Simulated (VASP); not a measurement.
Set up this calculation in VASP 6.6.1, as the native input.

| Item | Value |
| --- | --- |
| Task | single point |
| Functional | PBE |
| Potentials or basis | VASP PAW PBE potentials, release 64 (Cr_sv, O) |
| Cutoff | 600 eV |
| k mesh | 6 × 6 × 10 |
| Occupations | gaussian, width 0.05 eV |
| Spin | collinear spin, ferromagnetic start |
| Starting moments | [2.0, 2.0, 0.0, 0.0, 0.0, 0.0] μB |
| Dipole correction | no |
| Further INCAR settings | ALGO = Normal; EDIFF = 1e-06; NBANDS = 39 |

The structure of CrO2 lies in POSCAR:

```
CrO2
1.0
    4.4439090576      0.0000000000      0.0000000000
    0.0000000000      4.4439090576      0.0000000000
    0.0000000000      0.0000000000      2.9217460561
Cr O
2 4
Direct
    0.0000000000      0.0000000000      0.0000000000
    0.5000000000      0.5000000000      0.5000000000
    0.3036626104      0.3036626104      0.0000000000
    0.1963373896      0.8036626104      0.5000000000
    0.6963373896      0.6963373896      0.0000000000
    0.8036626104      0.1963373896      0.5000000000
```

These files were run (other wordings do the same):

INCAR

```
SYSTEM = CrO2
ALGO = Normal
EDIFF = 1E-6
ENCUT = 600
GGA = PE
GGA_COMPAT = .False.
ISIF = 2
ISMEAR = 0
ISPIN = 2
LASPH = .True.
LCHARG = .True.
LELF = .True.
LMAXMIX = 4
LORBIT = 11
LREAL = .False.
LVHAR = .True.
LWAVE = .False.
MAGMOM = 2 2 0 0 0 0
NBANDS = 39
NELM = 200
PREC = Accurate
SIGMA = 0.05
```

KPOINTS

```
k-points
0
Gamma
  6 6 10
  0 0 0
```

Potentials or basis: VASP PAW PBE potentials, release 64 (Cr_sv, O).

The run is started by

```sh
$ cat potpaw_PBE.64/Cr_sv/POTCAR potpaw_PBE.64/O/POTCAR > POTCAR
$ mpirun -np 1 vasp_std > vasp.out
```

Results of the run:

```json
{
  "Pressure": "-1.7 GPa",
  "Largest force": "0.007 eV/Å",
  "Band gap on the k mesh": "zero (filled and empty bands overlap)",
  "Net moment": "4.00 μB per cell",
  "Site moments": "Cr +1.95; O -0.08 μB",
  "Valence electrons inside the program's atomic spheres": "Cr 11.55; O 5.03"
}
```

Caveat: semilocal functionals often make such compounds metallic where correlation or magnetic order opens a gap, which also shifts bond lengths; only a ferromagnetic start was run, and an antiferromagnetic order may lie lower in energy.

Run time: 4.2 min on 1 thread of Intel(R) Xeon(R) Platinum 8488C (Sapphire Rapids), on a shared host, peak memory 0.35 GiB.
